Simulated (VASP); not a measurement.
## SiC: single point with LDA

Crystal: SiC.

```
CELL_PARAMETERS angstrom
3.05290 0.00000 0.00000
-1.52645 2.64389 0.00000
0.00000 0.00000 5.42897
ATOMIC_POSITIONS crystal
Si 0.33333 0.66667 0.00601
Si 0.66667 0.33333 0.50601
C 0.33333 0.66667 0.37899
C 0.66667 0.33333 0.87899
```

This cell differs from its parent crystal: volume 10.955 Å^3 an atom, c/a of the conventional cell 1.7783.

| Quantity | Value |
| --- | --- |
| Program | VASP 6.6.1 |
| Task | single point |
| Functional | LDA |
| Potentials or basis | VASP PAW LDA potentials, release 64 (Si, C) |
| Cutoff | 520 eV |
| k mesh | 12 × 12 × 6 |
| Occupations | gaussian, width 0.05 eV |
| Spin | no spin polarisation |

- Pressure: -13.5 GPa
- Largest force: 0.003 eV/Å
- Band gap on the k mesh: 1.85 eV, indirect (least direct gap 3.85 eV)

Forces on the atoms (eV/Å):
```
Si   0.000  0.000  0.003
Si   0.000  0.000  0.003
C    0.000  0.000 -0.003
C    0.000  0.000 -0.003
```

Stress tensor (GPa, compression positive):
```
 -1.66   0.00   0.00
  0.00  -1.66   0.00
  0.00   0.00 -37.15
```

Levels at points of the mesh, in eV from the valence-band top:
| k point | band 5 | band 6 | band 7 | band 8 | band 9 | band 10 | band 11 | band 12 |
| --- | --- | --- | --- | --- | --- | --- | --- | --- |
| (0.00, 0.00, 0.00) | -0.94 | -0.70 | 0.00 | 0.00 | 3.85 | 5.37 | 6.73 | 6.73 |
| (0.50, 0.00, 0.00) | -5.28 | -3.26 | -2.95 | -1.38 | 3.01 | 3.46 | 6.06 | 6.96 |
| (0.00, 0.00, 0.50) | -0.50 | -0.50 | -0.50 | -0.50 | 6.08 | 6.08 | 7.35 | 7.35 |
| (0.50, 0.00, 0.50) | -2.74 | -2.74 | -2.28 | -2.28 | 2.58 | 2.58 | 4.68 | 4.68 |

Run time: 28 s on 1 thread of Intel(R) Xeon(R) Platinum 8175M CPU @ 2.50GHz (Skylake/Cascade Lake), on a shared host, peak memory 0.17 GiB.

 A k mesh can miss the band edges.
